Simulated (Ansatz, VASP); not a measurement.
# TaN: VASP beside Ansatz

File INCAR:

```
SYSTEM = TaN
PREC = Accurate ; ENCUT = 600
EDIFF = 1E-6 ; ISMEAR = 0
SIGMA = 0.1 ; LREAL = .False.
LASPH = .True. ; NELM = 80
ALGO = Normal ; ISIF = 3
LWAVE = .False. ; LCHARG = .False.
GGA = CA ; IBRION = 2
NSW = 100 ; EDIFFG = -0.05
```

The input KPOINTS:

```
Automatic mesh
0
Gamma
  6 6 6
  0 0 0
```

The input POSCAR:

```
TaN
1.0
    5.2084955000      0.0000000000      0.0000000000
   -2.6042477500      4.5106894200      0.0000000000
    0.0000000000      0.0000000000      2.9147477500
Ta N
3 3
Direct
    0.0000000000      0.0000000000      0.0000000000
    0.3333333300      0.6666666700      0.5000000000
    0.6666666700      0.3333333300      0.5000000000
    0.3923921700      0.0000000000      0.0000000000
    0.6076078300      0.6076078300      0.0000000000
    0.0000000000      0.3923921700      0.0000000000
```

Input for Ansatz:

```yaml
crystal:
  lattice:
    - [5.2084955, 0.0, 0.0]
    - [-2.60424775, 4.51068942, 0.0]
    - [0.0, 0.0, 2.91474775]
  atoms:
    - { symbol: Ta, position: [0.0, 0.0, 0.0] }
    - { symbol: Ta, position: [0.33333333, 0.66666667, 0.5] }
    - { symbol: Ta, position: [0.66666667, 0.33333333, 0.5] }
    - { symbol: "N", position: [0.39239217, 0.0, 0.0] }
    - { symbol: "N", position: [0.60760783, 0.60760783, 0.0] }
    - { symbol: "N", position: [0.0, 0.39239217, 0.0] }
basis:
  ecutwfc: 420
kpoints:
  mp_grid: { grid: [6, 6, 6] }
hamiltonian:
  xc: lda
  pseudopotentials: { kind: paw, azcp: { folder: soft_1 } }
scf:
  occupations: { method: gaussian, width: 0.1 }
output:
  forces: true
  stress: true
  eigenvalues: true
relax:
  adjacent_minimum: "off"
  f_tol: 0.05
  max_steps: 80
  cell: { stress_tol: 0.5 }
```

Alike in both runs: task relaxation of cell and atoms; functional LDA; k mesh 6 × 6 × 6; occupations gaussian, width 0.1 eV; no spin polarisation.

```csv
,VASP,Ansatz
version,VASP 6.6.1,Ansatz 0.2.0
potentials or method,"VASP PAW LDA potentials, release 64 (Ta_pv, N), cutoff 600 eV","scalar-relativistic, plane waves, PAW"
valence electrons in the cell,48,54
```

```tsv
	VASP	Ansatz	Ansatz less VASP
gap on the k mesh at the Fermi level, each at its own relaxed structure (eV)	none	none	-
relaxed volume (Å³/atom)	11.06	11.01	-0.051
relaxed length of the cell vector where the two differ most in proportion (Å)	5.166	5.154	-0.0122
```

Ansatz warns that its potentials were made for another functional, while VASP's fit it. LDA's correlation is that of Perdew and Zunger in VASP and of Perdew and Wang (1992) in Ansatz. A gap of «none» marks a metal or a gap that the smearing closes. VASP's potentials hold 48 valence electrons a cell and Ansatz's 54, so a difference there can come from the potentials and not from the codes.

Spin-orbit coupling is off throughout.
